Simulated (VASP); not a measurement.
# BAs in VASP: further runs

BAs is run at these levels: PBE; tasks: single point.

All numbers are computed with VASP 6.6.1; they aren't measurements. Logs are shortened: lines on timing, memory, paths and dates and some standing lists are left out, and cuts for length are marked.

## Step 1: The cell of the first run

Symmetry: I-4m2, No. 119, tetragonal system. Conventional cell: a = 3.383 Å, b = 3.383 Å, c = 4.975 Å, α = 90.00°, β = 90.00°, γ = 90.00°. B (site symmetry -4m2) has 4 As at 2.10 Å within 2.8 Å. As (site symmetry -4m2) has 4 B at 2.10 Å within 2.8 Å.

## Step 2: Single point, PBE (uniaxial z strain +4.0%)

INCAR reads:

```
SYSTEM = BAs
ALGO = Normal
EDIFF = 1E-6
ENCUT = 520
GGA = PE
ISIF = 2
ISMEAR = 0
LASPH = .TRUE.
LCHARG = .FALSE.
LREAL = .FALSE.
LWAVE = .FALSE.
NBANDS = 11
NELM = 60
PREC = Accurate
SIGMA = 0.01
```

KPOINTS reads:

```
k-points
0
G
  6 6 6
  0 0 0
```

POSCAR reads:

```
BAs
1.0
    0.0000000000      2.3918676041      2.4875423082
    2.3918676041      0.0000000000      2.4875423082
    2.3918676041      2.3918676041      0.0000000000
B As
1 1
Direct
    0.0000000000      0.0000000000      0.0000000000
    0.2500000000      0.2500000000      0.2500000000
```

Potentials or basis: VASP PAW PBE potentials, release 64 (B, As).

Started as:

```console
cat potpaw_PBE.64/B/POTCAR potpaw_PBE.64/As/POTCAR > POTCAR
mpirun -np 1 vasp_std > vasp.out
```

OUTCAR:

```text
SYSTEM = BAs
   EDIFF = 1E-6
   ENCUT = 520
   GGA = PE
   ISIF = 2
   ISMEAR = 0
   LASPH = .TRUE.
   LREAL = .FALSE.
   NELM = 60
   PREC = Accurate

 ion  position               nearest neighbor table
   1  0.000  0.000  0.000-   2 2.10   2 2.10   2 2.10   2 2.10
   2  0.250  0.250  0.250-   1 2.10   1 2.10   1 2.10   1 2.10

  LATTYP: Found a body centered tetragonal cell.
 ALAT       =     3.3826116051
 C/A-ratio  =     1.4707821048

  Lattice vectors:

 A1 = (  -2.3918676041,   0.0000000000,   2.4875423082)
 A2 = (   2.3918676041,   0.0000000000,   2.4875423082)
 A3 = (   0.0000000000,   2.3918676041,  -2.4875423082)

Analysis of symmetry for initial positions (statically):
=====================================================================
 Subroutine PRICEL returns:
 Original cell was already a primitive cell.

 Routine SETGRP: Setting up the symmetry group for a
 body centered tetragonal supercell.

 Subroutine GETGRP returns: Found  8 space group operations
 (whereof  8 operations were pure point group operations)
 out of a pool of 16 trial point group operations.

The static configuration has the point symmetry D_2d.

Analysis of symmetry for dynamics (positions and initial velocities):
=====================================================================
 Subroutine PRICEL returns:
 Original cell was already a primitive cell.

 Routine SETGRP: Setting up the symmetry group for a
 body centered tetragonal supercell.

 Subroutine GETGRP returns: Found  8 space group operations
 (whereof  8 operations were pure point group operations)
 out of a pool of 16 trial point group operations.

The dynamic configuration has the point symmetry D_2d.

 Subroutine INISYM returns: Found  8 space group operations
 (whereof  8 operations are pure point group operations),
 and found     1 'primitive' translations

----------------------------------------------------------------------------------------

                                     Primitive cell

  volume of cell :      28.4626

  direct lattice vectors                    reciprocal lattice vectors
     0.000000000  2.391867604  2.487542308    -0.209041671  0.209041671  0.201001606
     2.391867604  0.000000000  2.487542308     0.209041671 -0.209041671  0.201001606
     2.391867604  2.391867604  0.000000000     0.209041671  0.209041671 -0.201001606

  length of vectors
     3.450927031  3.450927031  3.382611605     0.357489141  0.357489141  0.357489141

  position of ions in fractional coordinates (direct lattice)
     0.000000000  0.000000000  0.000000000
     0.250000000  0.250000000  0.250000000

  ion indices of the primitive-cell ions
   primitive index   ion index
                 1           1
                 2           2

----------------------------------------------------------------------------------------

 KPOINTS: k-points

Automatic generation of k-mesh.
 Grid dimensions read from file:
 generate k-points for:    6    6    6

 Generating k-lattice:

  Cartesian coordinates                     Fractional coordinates (reciprocal lattice)
    -0.034840278  0.034840278  0.033500268     0.166666667  0.000000000  0.000000000
     0.034840278 -0.034840278  0.033500268     0.000000000  0.166666667  0.000000000
     0.034840278  0.034840278 -0.033500268    -0.000000000 -0.000000000  0.166666667

  Length of vectors
     0.059581524  0.059581524  0.059581524

  Shift w.r.t. Gamma in fractional coordinates (k-lattice)
     0.000000000  0.000000000  0.000000000

 Subroutine IBZKPT returns following result:
 ===========================================

 Found     30 irreducible k-points:

 Following reciprocal coordinates:
            Coordinates               Weight
  0.000000  0.000000  0.000000      1.000000
  0.166667 -0.000000  0.000000      8.000000
  0.333333 -0.000000  0.000000      8.000000
  0.500000 -0.000000  0.000000      4.000000
  0.166667  0.166667  0.000000      2.000000
  0.333333  0.166667  0.000000      8.000000
[... 16 lines left out ...]
  0.333333  0.000000  0.333333      4.000000
  0.500000 -0.000000  0.333333     16.000000
 [... further k-points ...]
   k-points           NKPTS =     30   k-points in BZ     NKDIM =     30   number of bands    NBANDS=     11
   number of dos      NEDOS =    301   number of ions     NIONS =      2
   total plane-waves  NPLWV =  21952
   dimension x,y,z NGX =    28 NGY =   28 NGZ =   28
   dimension x,y,z NGXF=    56 NGYF=   56 NGZF=   56
   ions per type =               1   1
   NGX,Y,Z   is equivalent  to a cutoff of  13.49, 13.49, 13.76 a.u.
   NGXF,Y,Z  is equivalent  to a cutoff of  26.98, 26.98, 27.52 a.u.
 SYSTEM =  BAs
   PREC   = accura    normal or accurate (medium, high low for compatibility)
   ISTART =      0    job   : 0-new  1-cont  2-samecut
   ICHARG =      2    charge: 1-file 2-atom 10-const
   ISPIN  =      1    spin polarized calculation?
   LNONCOLLINEAR =      F non collinear calculations
   LSORBIT =      F    spin-orbit coupling
   LASPH  =      T    aspherical Exc in radial PAW
   ENCUT  =  520.0 eV  38.22 Ry    6.18 a.u.   6.42  6.42  6.29*2*pi/ulx,y,z
   NELM   =     60;   NELMIN=  2; NELMDL= -5     # of ELM steps
   EDIFF  = 0.1E-05   stopping-criterion for ELM
   LREAL  =      F    real-space projection
   EDIFFG = 0.1E-04   stopping-criterion for IOM
   NSW    =      0    number of steps for IOM
   IBRION =     -1    ionic relax: 0-MD 1-quasi-New 2-CG
   NFREE  =      0    steps in history (QN), initial steepest desc. (CG)
   ISIF   =      2    stress and relaxation
   ISYM   =      2    0-nonsym 1-usesym 2-fastsym
   POTIM  = 0.5000    time-step for ionic-motion
   TEBEG  =    0.0;   TEEND  =   0.0 temperature during run
   PSTRESS=    0.0 pullay stress
   NELECT =       8.0000    total number of electrons
   NUPDOWN=      -1.0000    fix difference up-down
   EMIN   =  10.00;   EMAX   =-10.00  energy-range for DOS
   EFERMI =   0.00;   METHOD = LEGACY
   ISMEAR =     0;   SIGMA  =   0.01  broadening in eV -4-tet -1-fermi 0-gaus
   EFERMI_NEDOS =   21; number of points for ismear=-14 and -15
   IALGO  =     38    algorithm
   IMIX   =      4    mixing-type and parameters
     AMIX     =   0.40;   BMIX     =  1.00
     AMIX_MAG =   1.60;   BMIX_MAG =  1.00
  volume/ion in A,a.u.               =      14.23        96.04
  Fermi-wavevector in a.u.,A,eV,Ry     =   1.072375  2.026494 15.646531  1.149988
  Thomas-Fermi vector in A             =   2.208143
   LORBIT       =      0    0 simple, 1 ext, 2 COOP (PROOUT), +10 PAW based schemes
   GGA     = PE    functional components
   LHFCALC =     F    Hartree Fock is set to
   AEXX    =    0.0000 exact exchange contribution
   IVDW    =     0    specifies the selected vdW correction
   LEPSILON=     F    determine dielectric tensor
   LRPA    =     F    only Hartree local field effects (RPA)
 non-spin polarized calculation
 Gauss-broadening in eV      SIGMA  =   0.01
  energy-cutoff  :      520.00
  volume of cell :       28.46
 maximum number of plane-waves:       794
 NGX is ok and might be reduce to    28
   NGX = 13   NGY = 13   NGZ = 13

 number of electron       7.9999999 magnetization

 Free energy of the ion-electron system (eV)
  ---------------------------------------------------
  ext. energy  EPLUGINS =         0.00000000
  ---------------------------------------------------
  free energy    TOTEN  =       -11.37260691 eV

  energy without entropy =      -11.37260691  energy(sigma->0) =      -11.37260691

 E-fermi :   5.8687     XC(G=0): -10.3955

 val. band max:        5.7916130905   @ k =   0.0000   0.0000   0.0000
 cond. band min:       6.8156750351   @ k =   0.3333   0.0000   0.3333
 fundamental gap:      1.0240619446
 Fermi energy:         5.8686534465

 k-point     1 :       0.0000    0.0000    0.0000
  band No.  band energies     occupation
      1      -9.3505      2.00000
      2       5.4049      2.00000
      3       5.7916      2.00000
      4       5.7916      2.00000
      5       8.8094      0.00000
      6       8.8094      0.00000
      7       9.0588      0.00000
      8       9.7842      0.00000
      9      15.0460      0.00000
     10      17.8542      0.00000
     11      18.9631      0.00000

 k-point     2 :       0.1667   -0.0000    0.0000
  band No.  band energies     occupation
      1      -8.9156      2.00000
      2       2.7682      2.00000
      3       4.8637      2.00000
      4       5.1679      2.00000
      5       8.7140      0.00000
      6       9.6937      0.00000
      7       9.8123      0.00000
      8      11.9310      0.00000
      9      16.2807      0.00000
     10      16.6585      0.00000
     11      17.1519      0.00000

 k-point     3 :       0.3333   -0.0000    0.0000
  band No.  band energies     occupation
      1      -7.7073      2.00000
      2      -0.8735      2.00000
      3       4.0056      2.00000
      4       4.4168      2.00000
      5       8.2190      0.00000
      6      10.3731      0.00000
      7      10.5036      0.00000
      8      14.1478      0.00000
      9      16.7650      0.00000
     10      17.5143      0.00000
     11      17.6977      0.00000
[... 267 lines left out ...]
 k-point    23 :       0.3333    0.0000    0.3333
  band No.  band energies     occupation
      1      -7.0559      2.00000
      2      -0.0695      2.00000
      3       2.2115      2.00000
      4       2.3069      2.00000
      5       6.8157      0.00000
      6       8.7214      0.00000
      7      14.0465      0.00000
      8      14.9421      0.00000
      9      16.8209      0.00000
     10      20.5984      0.00000
     11      21.2490      0.00000

 k-point    24 :       0.5000   -0.0000    0.3333
  band No.  band energies     occupation
      1      -5.8405      2.00000
      2      -1.7915      2.00000
      3       0.8601      2.00000
      4       2.0501      2.00000
      5       7.3747      0.00000
      6       9.3147      0.00000
      7      14.3662      0.00000
      8      15.2104      0.00000
      9      17.6637      0.00000
     10      20.8751      0.00000
     11      21.4220      0.00000

 [... further k-points ...]

------------------------ aborting loop because EDIFF is reached ----------------------------------------

  FORCE on cell =-STRESS in cart. coord.  units (eV):
  Direction    XX          YY          ZZ          XY          YZ          ZX
  --------------------------------------------------------------------------------------
  -------------------------------------------------------------------------------------
  Total        0.0637322      0.0637322     -1.3894648      0.0000000     -0.0000000      0.0000000
  in kB        3.5875241      3.5875241    -78.2138001      0.0000000     -0.0000000      0.0000000
  external PRESSURE =     -23.6795840 kB  Pullay stress =       0.0000000 kB

 VOLUME and BASIS-vectors are now :
 -----------------------------------------------------------------------------
  energy-cutoff  :      520.00
  volume of cell :       28.46
      direct lattice vectors                 reciprocal lattice vectors
     0.000000000  2.391867604  2.487542308    -0.209041671  0.209041671  0.201001606
     2.391867604  0.000000000  2.487542308     0.209041671 -0.209041671  0.201001606
     2.391867604  2.391867604  0.000000000     0.209041671  0.209041671 -0.201001606

 POSITION                                       TOTAL-FORCE (eV/Angst)
 -----------------------------------------------------------------------------------
      0.00000      0.00000      0.00000         0.000000      0.000000      0.000000
      1.19593      1.19593      1.24377        -0.000000     -0.000000     -0.000000
 -----------------------------------------------------------------------------------
    total drift:                               -0.000000     -0.000000      0.000000

  FREE ENERGIE OF THE ION-ELECTRON SYSTEM (eV)
  ---------------------------------------------------
  free  energy   TOTEN  =       -11.3726069149 eV

  energy  without entropy=      -11.3726069149  energy(sigma->0) =      -11.37260691
```

It took 14 s on 1 thread of Intel Xeon Platinum 8259CL at 2.50GHz (Skylake/Cascade Lake), shared host; peak memory 0.15 GiB.

What came out:

```yaml
Free_energy: -11.3726 eV
Pressure: -2.4 GPa
Band_gap_on_the_k_mesh: 1.02 eV, indirect (least direct gap 3.02 eV)
```

Levels at points of the mesh, in eV from the valence-band top:
```csv
k point,band 1,band 2,band 3,band 4,band 5,band 6,band 7,band 8,band 9
"(0.00, 0.00, 0.00)",-15.14,-0.39,0.00,0.00,3.02,3.02,3.27,3.99,9.25
"(0.50, 0.00, 0.00)",-12.42,-8.61,-2.10,-1.65,2.23,4.53,4.75,8.66,12.23
"(0.50, 0.50, 0.00)",-11.38,-8.62,-3.79,-3.79,1.64,1.67,10.78,10.78,12.09
"(0.50, 0.00, 0.50)",-11.08,-8.32,-4.18,-4.11,1.20,1.21,10.53,11.04,12.41
```

Caveat: the cell differs from its parent crystal (uniaxial z strain +4.0%). A k mesh can miss the band edges.

## Step 3: Single point, PBE

This run uses another cell than the first one, of 13.68 Å³/atom, 0.962 times its volume.

INCAR reads:

```
ALGO     = Normal         # electronic algorithm
EDIFF    = 1E-7           # SCF threshold, eV
ENCUT    = 520            # plane-wave cutoff, eV
GGA      = PE             # functional
ISIF     = 2              # what is computed and relaxed
ISMEAR   = -1             # smearing method
LASPH    = True           # aspherical terms in the spheres
LCHARG   = False          # write CHGCAR
LREAL    = False          # projectors in reciprocal space
LWAVE    = False          # write WAVECAR
NBANDS   = 11             # bands
NELM     = 100            # most SCF steps
PREC     = Accurate       # precision mode
SIGMA    = 0.02           # smearing width, eV
```

KPOINTS reads:

```
k-points
0
Gamma
  10 10 10
```

POSCAR reads:

```
BAs
1.0
    0.0000000000      2.3918676041      2.3918676041
    2.3918676041      0.0000000000      2.3918676041
    2.3918676041      2.3918676041      0.0000000000
B As
1 1
Direct
    0.0000000000      0.0000000000      0.0000000000
    0.2500000000      0.2500000000      0.2500000000
```

Potentials or basis: VASP PAW PBE potentials, release 64 (B, As).

Started as:

```console
cat potpaw_PBE.64/B/POTCAR potpaw_PBE.64/As/POTCAR > POTCAR
mpirun -np 1 vasp_std > vasp.out
```

OUTCAR:

```text
EDIFF = 1E-7
   ENCUT = 520
   GGA = PE
   ISIF = 2
   ISMEAR = -1
   LASPH = True
   LREAL = False
   NELM = 100
   PREC = Accurate

 ion  position               nearest neighbor table
   1  0.000  0.000  0.000-   2 2.07   2 2.07   2 2.07   2 2.07
   2  0.250  0.250  0.250-   1 2.07   1 2.07   1 2.07   1 2.07

  LATTYP: Found a face centered cubic cell.
 ALAT       =     4.7837352082

  Lattice vectors:

 A1 = (   0.0000000000,   2.3918676041,   2.3918676041)
[... 519 lines left out ...]

 [... further k-points ...]

------------------------ aborting loop because EDIFF is reached ----------------------------------------

  FORCE on cell =-STRESS in cart. coord.  units (eV):
  Direction    XX          YY          ZZ          XY          YZ          ZX
  --------------------------------------------------------------------------------------
  -------------------------------------------------------------------------------------
  Total        0.4814824      0.4814824      0.4814824     -0.0000000     -0.0000000     -0.0000000
  in kB       28.1870483     28.1870483     28.1870483     -0.0000000     -0.0000000     -0.0000000
  external PRESSURE =      28.1870483 kB  Pullay stress =       0.0000000 kB

 VOLUME and BASIS-vectors are now :
 -----------------------------------------------------------------------------
  energy-cutoff  :      520.00
  volume of cell :       27.37
      direct lattice vectors                 reciprocal lattice vectors
     0.000000000  2.391867604  2.391867604    -0.209041671  0.209041671  0.209041671
     2.391867604  0.000000000  2.391867604     0.209041671 -0.209041671  0.209041671
     2.391867604  2.391867604  0.000000000     0.209041671  0.209041671 -0.209041671

 POSITION                                       TOTAL-FORCE (eV/Angst)
 -----------------------------------------------------------------------------------
      0.00000      0.00000      0.00000         0.000000     -0.000000      0.000000
      1.19593      1.19593      1.19593        -0.000000      0.000000     -0.000000
 -----------------------------------------------------------------------------------
    total drift:                               -0.000000     -0.000000     -0.000000

  FREE ENERGIE OF THE ION-ELECTRON SYSTEM (eV)
  ---------------------------------------------------
  free  energy   TOTEN  =       -11.4086786519 eV

  energy  without entropy=      -11.4086786519  energy(sigma->0) =      -11.40867865
```

OSZICAR:

```text
N       E                     dE             d eps       ncg     rms          rms(c)
DAV:   1     0.125535016656E+02    0.12554E+02   -0.37930E+03  1034   0.637E+02
DAV:   2    -0.113679669030E+02   -0.23921E+02   -0.22983E+02  1415   0.107E+02
DAV:   3    -0.120381401454E+02   -0.67017E+00   -0.66897E+00  1284   0.164E+01
DAV:   4    -0.120397878962E+02   -0.16478E-02   -0.16477E-02  1150   0.942E-01
DAV:   5    -0.120397905580E+02   -0.26618E-05   -0.26618E-05  1234   0.400E-02    0.490E+00
DAV:   6    -0.114734397082E+02    0.56635E+00   -0.15701E+00  1097   0.508E+00    0.238E+00
DAV:   7    -0.114149480498E+02    0.58492E-01   -0.19050E-01  1199   0.214E+00    0.981E-01
DAV:   8    -0.114082155782E+02    0.67325E-02   -0.20168E-02  1175   0.806E-01    0.979E-02
DAV:   9    -0.114085164614E+02   -0.30088E-03   -0.76769E-04  1181   0.160E-01    0.583E-02
DAV:  10    -0.114086724793E+02   -0.15602E-03   -0.19217E-04  1096   0.845E-02    0.121E-02
DAV:  11    -0.114086784535E+02   -0.59742E-05   -0.54543E-06  1264   0.157E-02    0.105E-02
DAV:  12    -0.114086786022E+02   -0.14867E-06   -0.27430E-06  1100   0.901E-03    0.366E-03
DAV:  13    -0.114086786519E+02   -0.49752E-07   -0.85476E-08  1024   0.190E-03
   1 F= -.11408679E+02 E0= -.11408679E+02  d E =-.128516E-12
```

Wall time 22 s (1 thread of Intel Xeon Platinum 8259CL at 2.50GHz (Skylake/Cascade Lake), shared host); peak memory 0.16 GiB.

What came out:

```
Free energy            : -11.4087 eV
Pressure               : 2.8 GPa
Band gap on the k mesh : 1.18 eV, indirect (least direct gap 3.27 eV)
```
